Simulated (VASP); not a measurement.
Write the native input for VASP 6.6.1 that does the following.

```yaml
Task: relaxation of cell and atoms
Functional: PBE
Potentials_or_basis: VASP PAW PBE potentials, release 64 (Be, Ge_d, F)
Cutoff: 600 eV
k_mesh: 6 × 6 × 10
Occupations: gaussian, width 0.02 eV
Spin: no spin polarisation
Dipole_correction: no
Further_INCAR_settings: ALGO = Normal; EDIFF = 1e-07; IBRION = 2; EDIFFG = -0.01; NSW = 100; ISIF = 3
```

The structure of BeGeF4 lies in POSCAR:

```
BeGeF4
1.0
    3.3414204180     -3.4025543268      0.0000000000
    3.3414204180      3.4025543268      0.0000000000
    0.0000000000      0.0000000000      3.0381874328
Be Ge F
1 1 4
Direct
    0.5000000000      0.5000000000      0.5000000000
    0.0000000000      0.0000000000      0.0000000000
    0.6786709590      0.3213290410      0.0000000000
    0.3213290410      0.6786709590      0.0000000000
    0.7437307288      0.7437307288      0.5000000000
    0.2562692712      0.2562692712      0.5000000000
```

The input as run:

INCAR

```
  ALGO = Normal
  EDIFF = 1E-7
  EDIFFG = -0.01
  ENCUT = 600
  GGA = PE
  IBRION = 2
  ISIF = 3
  ISMEAR = 0
  LASPH = True
  LCHARG = False
  LREAL = False
  LWAVE = False
  NELM = 100
  NSW = 100
  PREC = Accurate
  SIGMA = 0.02
```

KPOINTS

```
k-points
0
Gamma
  6 6 10
```

Potentials or basis: VASP PAW PBE potentials, release 64 (Be, Ge_d, F).

The run is started by

```bash
$ cat potpaw_PBE.64/Be/POTCAR potpaw_PBE.64/Ge_d/POTCAR potpaw_PBE.64/F/POTCAR > POTCAR
$ mpirun -np 1 vasp_std > vasp.out
```

Results of the run:

The relaxed volume is 11.48 Å³/atom, the relaxed cell is a = 4.770 Å, b = 4.770 Å, c = 3.027 Å, α = 90.00°, β = 90.00°, γ = 90.99° and the space group after relaxing (to 0.1 Å) is Cmmm (No. 65). The energy gained by relaxing is 0.1 meV/atom, the ionic steps are 6 and the pressure after relaxing is 0.0 GPa. The largest force after relaxing is 0.008 eV/Å. The band gap on the k mesh is 2.22 eV (least direct gap 2.37 eV).

It took 5.3 min on 1 thread of AMD EPYC 9R45 96-Core Processor (Zen 5) (shared host), peak memory 0.28 GiB.
